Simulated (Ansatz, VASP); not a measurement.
## Two plane-wave programs on Hf2Ge3

Contents of POSCAR:

```
Hf2Ge3
1.0
    3.7104538603      0.0000000000      0.0000000000
    0.0000000000      3.8363316301      0.0000000000
    0.0000000000      0.0000000000      6.6445837622
Hf Ge
2 3
Direct
    0.0000000000      0.5000000000      0.5000000000
    0.5000000000      0.5000000000      0.0000000000
    0.5000000000      0.0000000000      0.3139841833
    0.5000000000      0.0000000000      0.6860158167
    0.0000000000      0.0000000000      0.0000000000
```

The input INCAR.step1:

```
PREC = Accurate
ENCUT = 550
ISMEAR = 0
SIGMA = 0.1
LREAL = F
LASPH = T
NELM = 120
NBANDS = 39
GGA = PE
ALGO = Normal
EDIFF = 1E-5
LWAVE = T
LCHARG = F
GGA_COMPAT = F
```

The input INCAR.step2:

```
PREC = Accurate
ENCUT = 550
EDIFF = 1E-6
ISMEAR = 0
SIGMA = 0.1
LREAL = F
LASPH = T
NELM = 120
ALGO = Normal
ISIF = 2
LWAVE = F
LCHARG = F
METAGGA = R2SCAN
LMIXTAU = T
NBANDS = 39
ISTART = 1
GGA_COMPAT = F
```

The input KPOINTS:

```
regular mesh
0
Gamma
  8 8 6
```

Input for Ansatz:

```yaml
crystal:
  lattice:
    - [3.7104538603, 0.0, 0.0]
    - [0.0, 3.8363316301, 0.0]
    - [0.0, 0.0, 6.6445837622]
  atoms:
    - { symbol: Hf, position: [0.0, 0.5, 0.5] }
    - { symbol: Hf, position: [0.5, 0.5, 0.0] }
    - { symbol: Ge, position: [0.5, 0.0, 0.3139841833] }
    - { symbol: Ge, position: [0.5, 0.0, 0.6860158167] }
    - { symbol: Ge, position: [0.0, 0.0, 0.0] }
basis:
  ecutwfc: 500
kpoints:
  mp_grid: { grid: [8, 8, 6] }
hamiltonian:
  xc: r2scan
scf:
  occupations: { method: gaussian, width: 0.1 }
output:
  forces: true
  stress: true
  eigenvalues: true
```

Alike in both runs: task single point; functional r2SCAN; k mesh 8 × 8 × 6; occupations gaussian, width 0.1 eV; no spin polarisation.

|  | VASP | Ansatz |
| --- | --- | --- |
| version | VASP 6.6.1 | Ansatz 0.2.0 |
| potentials or method | VASP PAW PBE potentials, release 64 (Hf_pv, Ge_d), cutoff 550 eV | scalar-relativistic, plane waves, PAW |
| valence electrons in the cell | 62 | 94 |

Ansatz gave:

- gap on the k mesh at the Fermi level (eV): none
- pressure (GPa): -2.4
- traceless stress, the component that is largest in VASP (GPa): -0.30
- rms of the force components (eV/Å): 0.041

Question: What did VASP give for the same quantities?

Answer: gap on the k mesh at the Fermi level (eV): none; pressure (GPa): -2.9; traceless stress, the component that is largest in VASP (GPa): -0.42; rms of the force components (eV/Å): 0.041.

VASP's potentials were made for PBE, not for r2SCAN. Atom by atom the forces differ by 0.000 eV/Å (rms over components). A gap of «none» marks a metal or a gap that the smearing closes. VASP's potentials hold 62 valence electrons a cell and Ansatz's 94, so a difference there can come from the potentials and not from the codes.

Neither program's run includes spin-orbit coupling.
